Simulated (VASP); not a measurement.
ZnO, 2 atoms in the cell. Symmetry: Fm-3m, No. 225, cubic system. Conventional cell: a = 4.268 Å, b = 4.268 Å, c = 4.268 Å, α = 90.00°, β = 90.00°, γ = 90.00°. Zn (site symmetry m-3m) has 6 O at 2.13 Å within 2.8 Å. O (site symmetry m-3m) has 6 Zn at 2.13 Å within 2.8 Å. 

| Property | Result |
| --- | --- |
| Program | VASP 6.6.1 |
| Task | single point |
| Functional | PBE |
| Potentials or basis | VASP PAW PBE potentials, release 64 (Zn, O_h) |
| Cutoff | 910 eV |
| k mesh | 8 × 8 × 8 |
| Occupations | gaussian, width 0.01 eV |
| Spin | no spin polarisation |
| Dipole correction | no |
| Second run | hard_potentials |
| Further INCAR settings | ALGO = Normal; EDIFF = 1e-06; NBANDS = 16 |

Potentials or basis: VASP PAW PBE potentials, release 64 (Zn, O_h).

Command:

```console
$ cat potpaw_PBE.64/Zn/POTCAR potpaw_PBE.64/O_h/POTCAR > POTCAR
$ mpirun -np 1 vasp_std > vasp.out
```

Hardware: 1 thread of Intel(R) Xeon(R) 6975P-C (Granite Rapids), on a shared host.

Problem. Estimate the wall time of this run.

Solution. Run time: 10 s on 1 thread of Intel(R) Xeon(R) 6975P-C (Granite Rapids) (shared host), peak memory 0.17 GiB. Counts: scf iterations 12, k points 29.
